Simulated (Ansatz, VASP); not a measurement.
**GaSe2: VASP beside Ansatz**

```
Ga Se
1.0
     0.00000    3.25070    3.25070
     3.25070    0.00000    3.25070
     3.25070    3.25070    0.00000
Ga Se
1 2
Direct
  0.00000 0.00000 0.00000
  0.25000 0.25000 0.25000
  0.75000 0.75000 0.75000
```

Alike in both runs: functional PBE; k mesh 12 × 12 × 12; occupations gaussian, width 0.1 eV; no spin polarisation.

Ansatz relaxed the structure, and its values are those at the end. VASP's run is a single point on that final structure, the one shown.

```csv
,VASP,Ansatz
version,VASP 6.6.1,Ansatz 0.2.0
potentials or method,"VASP PAW PBE potentials, release 64 (Ga_d, Se), cutoff 520 eV","scalar-relativistic, plane waves, PAW"
valence electrons in the cell,25,45
```

|  | VASP | Ansatz | Ansatz less VASP |
| --- | --- | --- | --- |
| gap on the k mesh at the Fermi level (eV) | none | none | - |
| pressure (GPa) | 0.1 | 0.0 | -0.08 |

A gap of «none» marks a metal or a gap that the smearing closes. VASP's potentials hold 25 valence electrons a cell and Ansatz's 45, so a difference there can come from the potentials and not from the codes.
